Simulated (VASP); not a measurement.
A run of VASP 6.6.1 is set up as follows.

The input INCAR:

```
SYSTEM = HfCuSi3
PREC = Accurate
ENCUT = 520
EDIFF = 1E-6
ISMEAR = 0
SIGMA = 0.1
LREAL = .False.
LASPH = .True.
NELM = 60
ALGO = Normal
ISIF = 2
LWAVE = .False.
LCHARG = .False.
GGA = PE
NBANDS = 24
```

The input KPOINTS:

```
Automatic mesh
0
Gamma
  4 4 4
  0 0 0
```

File POSCAR:

```
HfCuSi3
1.0
    3.7560743734      0.0000000000      0.0000000000
    0.0000000000      3.7560743734      0.0000000000
    0.0000000000      0.0000000000      5.8328656100
Hf Si Cu
1 3 1
Direct
    0.0000000000      0.0000000000      0.0192239652
    0.5000000000      0.5000000000      1.0384040669
    0.0000000000      0.5000000000      0.3781773089
    0.5000000000      0.0000000000      0.3781773089
    0.5000000000      0.5000000000      0.6460173501
```

Potentials or basis: VASP PAW PBE potentials, release 64 (Hf_pv, Si, Cu).

Launch:

```bash
$ cat potpaw_PBE.64/Hf_pv/POTCAR potpaw_PBE.64/Si/POTCAR potpaw_PBE.64/Cu/POTCAR > POTCAR
$ mpirun -np 1 vasp_std > vasp.out
```

(1) Predict the band gap on the k mesh.

(2) Estimate the largest force.

Answers

(1) zero (an odd number of electrons rules out a gap without spin polarisation).

(2) 0.032 eV/Å.

Caveat: the k points lie up to 0.42 Å⁻¹ apart, too coarse for converged energies and pressures of a metal; spin-orbit coupling is left out, which moves the levels of the heavy elements.
